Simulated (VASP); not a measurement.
Runs of VASP 6.6.1 on AlPd4. The structure is that of space group Im-3m (No. 229), or close to it. The cells are those of the table. 

```tsv
task	cell	k mesh	cutoff (eV)	gap on the mesh (eV)	pressure (GPa)	relaxed volume (Å³/atom)
single point	a = 4.567 Å, angles 109.5°, 5 atoms	6 × 6 × 6	520	none	(a)	-
single point	a = 4.890 Å, angles 109.5°, 5 atoms	10 × 10 × 10	520	none	0.0	-
single point	a = 4.885 Å, angles 109.5°, 5 atoms	6 × 6 × 6	520	none	0.4	-
relaxation of cell and atoms	relaxed from a = 4.567 Å, angles 109.5°, 5 atoms	6 × 6 × 6	600	none	-0.3	18.05
relaxation of cell and atoms	relaxed from a = 4.885 Å, angles 109.5°, 5 atoms	10 × 10 × 10	600	none	0.0	18.00
```

Alike in all rows: level PBE; potentials or basis VASP PAW PBE potentials, release 64 (Al, Pd); no spin polarisation; smearing gaussian 0.1 eV.

Problem. Estimate the missing entries.

Solution. (a) 36.9.

Caveats: the volume moved by over 15 % at a fixed basis, so the end points are rough (some runs).

A k mesh can miss the band edges, and the runs leave out spin-orbit coupling on Pd.

A gap of «none» marks levels without a gap at the run's occupations.
